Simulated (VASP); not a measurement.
# LiF (P6_3mc) in VASP: a series of runs

The runs below take LiF through single point, with LDA.

Everything below comes from runs of VASP 6.6.1. Logs are shortened: lines on timing, memory, paths and dates and some standing lists are left out, and cuts for length are marked.

## 1. The cell of the first run

The structure is hexagonal, space group P6_3mc (No. 186). Conventional cell: a = 2.983 Å, b = 2.983 Å, c = 4.807 Å, α = 90.00°, β = 90.00°, γ = 120.00°. Within 2.4 Å of Li (site symmetry 3m) lie 4 F at 1.81 to 1.84 Å. Within 2.4 Å of F (site symmetry 3m) lie 4 Li at 1.81 to 1.84 Å.

## 2. Single point, LDA

INCAR reads:

```
PREC = Accurate ; ENCUT = 520
EDIFF = 1E-7 ; ISMEAR = 0
SIGMA = 0.05 ; LREAL = False
LASPH = True ; NELM = 80
ALGO = Normal ; ISIF = 2
LWAVE = False ; LCHARG = False
GGA = CA ; NBANDS = 18
```

KPOINTS reads:

```
regular mesh
0
Gamma
  9 9 6
```

POSCAR reads:

```
LiF
1.0
    2.9830981508      0.0000000000      0.0000000000
   -1.4915490754      2.5834387805      0.0000000000
    0.0000000000      0.0000000000      4.8069643601
Li F
2 2
Direct
    0.3333333333      0.6666666667      0.3746202181
    0.6666666667      0.3333333333      0.8746202181
    0.3333333333      0.6666666667      0.9910195924
    0.6666666667      0.3333333333      0.4910195924
```

Potentials or basis: VASP PAW LDA potentials, release 64 (Li_sv, F).

On the command line:

```sh
$ cat potpaw_LDA.64/Li_sv/POTCAR potpaw_LDA.64/F/POTCAR > POTCAR
$ mpirun -np 1 vasp_std > vasp.out
```

OUTCAR:

```text
PREC = Accurate
   ENCUT = 520
   EDIFF = 1E-7
   ISMEAR = 0
   LREAL = False
   LASPH = True
   NELM = 80
   ISIF = 2
   GGA = CA

 ion  position               nearest neighbor table
   1  0.333  0.667  0.375-   4 1.81   4 1.81   4 1.81   3 1.84
   2  0.667  0.333  0.875-   3 1.81   3 1.81   3 1.81   4 1.84
   3  0.333  0.667  0.991-   2 1.81   2 1.81   2 1.81   1 1.84
   4  0.667  0.333  0.491-   1 1.81   1 1.81   1 1.81   2 1.84

  LATTYP: Found a hexagonal cell.
 ALAT       =     2.9830981508
 C/A-ratio  =     1.6114000000

  Lattice vectors:

 A1 = (   2.9830981508,   0.0000000000,   0.0000000000)
 A2 = (  -1.4915490754,   2.5834387805,   0.0000000000)
 A3 = (   0.0000000000,   0.0000000000,   4.8069643601)

Analysis of symmetry for initial positions (statically):
=====================================================================
 Subroutine PRICEL returns:
 Original cell was already a primitive cell.

 Routine SETGRP: Setting up the symmetry group for a
 hexagonal supercell.

 Subroutine GETGRP returns: Found 12 space group operations
 (whereof  6 operations were pure point group operations)
 out of a pool of 24 trial point group operations.

The static configuration has the point symmetry C_3v.
 The point group associated with its full space group is C_6v.

Analysis of symmetry for dynamics (positions and initial velocities):
=====================================================================
 Subroutine PRICEL returns:
 Original cell was already a primitive cell.

 Routine SETGRP: Setting up the symmetry group for a
 hexagonal supercell.

 Subroutine GETGRP returns: Found 12 space group operations
 (whereof  6 operations were pure point group operations)
 out of a pool of 24 trial point group operations.

The dynamic configuration has the point symmetry C_3v.
 The point group associated with its full space group is C_6v.

 Subroutine INISYM returns: Found 12 space group operations
 (whereof  6 operations are pure point group operations),
 and found     1 'primitive' translations

----------------------------------------------------------------------------------------

                                     Primitive cell

  volume of cell :      37.0456

  direct lattice vectors                    reciprocal lattice vectors
     2.983098151  0.000000000  0.000000000     0.335221957  0.193540487  0.000000000
    -1.491549075  2.583438780  0.000000000     0.000000000  0.387080974  0.000000000
     0.000000000  0.000000000  4.806964360     0.000000000  0.000000000  0.208031499

  length of vectors
     2.983098151  2.983098151  4.806964360     0.387080974  0.387080974  0.208031499

  position of ions in fractional coordinates (direct lattice)
     0.333333333  0.666666667  0.374620218
     0.666666667  0.333333333  0.874620218
     0.333333333  0.666666667  0.991019592
     0.666666667  0.333333333  0.491019592

  ion indices of the primitive-cell ions
   primitive index   ion index
                 1           1
                 2           2
                 3           3
                 4           4

----------------------------------------------------------------------------------------

 KPOINTS: regular mesh

Automatic generation of k-mesh.
 Grid dimensions read from file:
 generate k-points for:    9    9    6

 Generating k-lattice:

  Cartesian coordinates                     Fractional coordinates (reciprocal lattice)
     0.037246884  0.021504499  0.000000000     0.111111111  0.000000000  0.000000000
     0.000000000  0.043008997  0.000000000     0.000000000  0.111111111  0.000000000
     0.000000000  0.000000000  0.034671916     0.000000000  0.000000000  0.166666667

  Length of vectors
     0.043008997  0.043008997  0.034671916

  Shift w.r.t. Gamma in fractional coordinates (k-lattice)
     0.000000000  0.000000000  0.000000000

 Subroutine IBZKPT returns following result:
 ===========================================

 Found     48 irreducible k-points:

 Following reciprocal coordinates:
            Coordinates               Weight
  0.000000  0.000000  0.000000      1.000000
  0.111111  0.000000  0.000000      6.000000
  0.222222  0.000000  0.000000      6.000000
  0.333333  0.000000  0.000000      6.000000
  0.444444  0.000000  0.000000      6.000000
  0.111111  0.111111  0.000000      6.000000
[... 16 lines left out ...]
  0.333333  0.222222  0.166667     24.000000
  0.333333  0.333333  0.166667      4.000000
 [... further k-points ...]
   k-points           NKPTS =     48   k-points in BZ     NKDIM =     48   number of bands    NBANDS=     18
   number of dos      NEDOS =    301   number of ions     NIONS =      4
   total plane-waves  NPLWV =  20736
   dimension x,y,z NGX =    24 NGY =   24 NGZ =   36
   dimension x,y,z NGXF=    48 NGYF=   48 NGZF=   72
   ions per type =               2   2
   NGX,Y,Z   is equivalent  to a cutoff of  13.38, 13.38, 12.45 a.u.
   NGXF,Y,Z  is equivalent  to a cutoff of  26.75, 26.75, 24.90 a.u.
 SYSTEM =  unknown system
   PREC   = accura    normal or accurate (medium, high low for compatibility)
   ISTART =      0    job   : 0-new  1-cont  2-samecut
   ICHARG =      2    charge: 1-file 2-atom 10-const
   ISPIN  =      1    spin polarized calculation?
   LNONCOLLINEAR =      F non collinear calculations
   LSORBIT =      F    spin-orbit coupling
   LASPH  =      T    aspherical Exc in radial PAW
   ENCUT  =  520.0 eV  38.22 Ry    6.18 a.u.   5.55  5.55  8.94*2*pi/ulx,y,z
   NELM   =     80;   NELMIN=  2; NELMDL= -5     # of ELM steps
   EDIFF  = 0.1E-06   stopping-criterion for ELM
   LREAL  =      F    real-space projection
   EDIFFG = 0.1E-05   stopping-criterion for IOM
   NSW    =      0    number of steps for IOM
   IBRION =     -1    ionic relax: 0-MD 1-quasi-New 2-CG
   NFREE  =      0    steps in history (QN), initial steepest desc. (CG)
   ISIF   =      2    stress and relaxation
   ISYM   =      2    0-nonsym 1-usesym 2-fastsym
   POTIM  = 0.5000    time-step for ionic-motion
   TEBEG  =    0.0;   TEEND  =   0.0 temperature during run
   PSTRESS=    0.0 pullay stress
   NELECT =      20.0000    total number of electrons
   NUPDOWN=      -1.0000    fix difference up-down
   EMIN   =  10.00;   EMAX   =-10.00  energy-range for DOS
   EFERMI =   0.00;   METHOD = LEGACY
   ISMEAR =     0;   SIGMA  =   0.05  broadening in eV -4-tet -1-fermi 0-gaus
   EFERMI_NEDOS =   21; number of points for ismear=-14 and -15
   IALGO  =     38    algorithm
   IMIX   =      4    mixing-type and parameters
     AMIX     =   0.40;   BMIX     =  1.00
     AMIX_MAG =   1.60;   BMIX_MAG =  1.00
  volume/ion in A,a.u.               =       9.26        62.50
  Fermi-wavevector in a.u.,A,eV,Ry     =   1.333028  2.519058 24.177060  1.776964
  Thomas-Fermi vector in A             =   2.461918
   LORBIT       =      0    0 simple, 1 ext, 2 COOP (PROOUT), +10 PAW based schemes
   GGA     = CA    functional components
   LHFCALC =     F    Hartree Fock is set to
   AEXX    =    0.0000 exact exchange contribution
   IVDW    =     0    specifies the selected vdW correction
   LEPSILON=     F    determine dielectric tensor
   LRPA    =     F    only Hartree local field effects (RPA)
 non-spin polarized calculation
 Gauss-broadening in eV      SIGMA  =   0.05
  energy-cutoff  :      520.00
  volume of cell :       37.05
 maximum number of plane-waves:      1032
 NGX is ok and might be reduce to    24
   NGX = 11   NGY = 11   NGZ = 17

 number of electron      20.0000019 magnetization

 Free energy of the ion-electron system (eV)
  ---------------------------------------------------
  ext. energy  EPLUGINS =         0.00000000
  ---------------------------------------------------
  free energy    TOTEN  =       -20.80362776 eV

  energy without entropy =      -20.80362776  energy(sigma->0) =      -20.80362776

 E-fermi :  -2.1272     XC(G=0):  -9.8682

 val. band max:       -2.4867271566   @ k =   0.0000   0.0000   0.0000
 cond. band min:       5.4377823882   @ k =   0.0000   0.0000   0.0000
 fundamental gap:      7.9245095448
 Fermi energy:        -2.1271754091

 k-point     1 :       0.0000    0.0000    0.0000
  band No.  band energies     occupation
      1     -41.5643      2.00000
      2     -41.5032      2.00000
      3     -21.5628      2.00000
      4     -21.3205      2.00000
      5      -4.8725      2.00000
      6      -2.9001      2.00000
[... 10 lines left out ...]
     17      17.5911      0.00000
     18      17.5911      0.00000

 k-point     2 :       0.1111    0.0000    0.0000
  band No.  band energies     occupation
      1     -41.5580      2.00000
      2     -41.5005      2.00000
      3     -21.5443      2.00000
      4     -21.3152      2.00000
      5      -4.8066      2.00000
      6      -3.0562      2.00000
[... 10 lines left out ...]
     17      17.7383      0.00000
     18      17.8649      0.00000

 k-point     3 :       0.2222    0.0000    0.0000
  band No.  band energies     occupation
      1     -41.5417      2.00000
      2     -41.4935      2.00000
      3     -21.4940      2.00000
      4     -21.3013      2.00000
      5      -4.6408      2.00000
      6      -3.4955      2.00000
[... 10 lines left out ...]
     17      17.7275      0.00000
     18      18.0452      0.00000

 k-point     4 :       0.3333    0.0000    0.0000
  band No.  band energies     occupation
      1     -41.5217      2.00000
      2     -41.4870      2.00000
      3     -21.4285      2.00000
      4     -21.2915      2.00000
      5      -4.5616      2.00000
      6      -3.8530      2.00000
[... 375 lines left out ...]
      4     -21.2972      2.00000
      5      -4.3583      2.00000
      6      -4.2593      2.00000
[... 10 lines left out ...]
     17      17.7817      0.00000
     18      18.9168      0.00000

 k-point    23 :       0.3333    0.2222    0.1667
  band No.  band energies     occupation
      1     -41.4977      2.00000
      2     -41.4860      2.00000
      3     -21.3454      2.00000
      4     -21.3014      2.00000
      5      -4.6466      2.00000
      6      -4.0255      2.00000
[... 10 lines left out ...]
     17      17.0389      0.00000
     18      19.2496      0.00000

 k-point    24 :       0.3333    0.3333    0.1667
  band No.  band energies     occupation
      1     -41.4895      2.00000
      2     -41.4895      2.00000
      3     -21.3161      2.00000
      4     -21.3161      2.00000
      5      -4.7075      2.00000
      6      -3.7984      2.00000
[... 10 lines left out ...]
     17      16.3367      0.00000
     18      19.2669      0.00000

 [... further k-points ...]

------------------------ aborting loop because EDIFF is reached ----------------------------------------

  FORCE on cell =-STRESS in cart. coord.  units (eV):
  Direction    XX          YY          ZZ          XY          YZ          ZX
  --------------------------------------------------------------------------------------
  -------------------------------------------------------------------------------------
  Total        0.1939064      0.1939064     -0.3748948      0.0000000     -0.0000000      0.0000000
  in kB        8.3862167      8.3862167    -16.2137472      0.0000000     -0.0000000      0.0000000
  external PRESSURE =       0.1862287 kB  Pullay stress =       0.0000000 kB

 VOLUME and BASIS-vectors are now :
 -----------------------------------------------------------------------------
  energy-cutoff  :      520.00
  volume of cell :       37.05
      direct lattice vectors                 reciprocal lattice vectors
     2.983098151  0.000000000  0.000000000     0.335221957  0.193540487  0.000000000
    -1.491549075  2.583438780  0.000000000     0.000000000  0.387080974  0.000000000
     0.000000000  0.000000000  4.806964360     0.000000000  0.000000000  0.208031499

 POSITION                                       TOTAL-FORCE (eV/Angst)
 -----------------------------------------------------------------------------------
     -0.00000      1.72229      1.80079        -0.000000     -0.000000     -0.052955
      1.49155      0.86115      4.20427         0.000000      0.000000     -0.052955
     -0.00000      1.72229      4.76380        -0.000000      0.000000      0.052955
      1.49155      0.86115      2.36031         0.000000      0.000000      0.052955
 -----------------------------------------------------------------------------------
    total drift:                               -0.000000     -0.000000      0.001596

  FREE ENERGIE OF THE ION-ELECTRON SYSTEM (eV)
  ---------------------------------------------------
  free  energy   TOTEN  =       -20.8036277606 eV

  energy  without entropy=      -20.8036277606  energy(sigma->0) =      -20.80362776
```

Run time: 17 s. Hardware: 1 thread of Intel Xeon Platinum 8259CL at 2.50GHz (Skylake/Cascade Lake), shared host; peak memory 0.14 GiB.

What came out:

```
Free energy            : -20.8036 eV
Largest force          : 0.053 eV/Å
Band gap on the k mesh : 7.92 eV
```

Forces on the atoms (eV/Å):
```
Li   0.000  0.000 -0.053
Li   0.000  0.000 -0.053
F    0.000  0.000  0.053
F    0.000  0.000  0.053
```

Levels at points of the mesh, in eV from the valence-band top:
| k point | band 6 | band 7 | band 8 | band 9 | band 10 | band 11 | band 12 | band 13 | band 14 | band 15 |
| --- | --- | --- | --- | --- | --- | --- | --- | --- | --- | --- |
| (0.00, 0.00, 0.00) | -0.41 | -0.41 | -0.09 | -0.09 | 0.00 | 7.92 | 12.06 | 15.55 | 18.93 | 18.93 |
| (0.00, 0.00, 0.50) | -1.26 | -0.25 | -0.25 | -0.25 | -0.25 | 9.60 | 9.60 | 17.67 | 17.67 | 19.23 |

Caveat: the cutoff is under 1.25 times the usual one of these potentials, so pressure, stress and relaxed cells hold a basis-set (Pulay) error. A k mesh can miss the band edges.

(Part 1 of 2 ends here.)
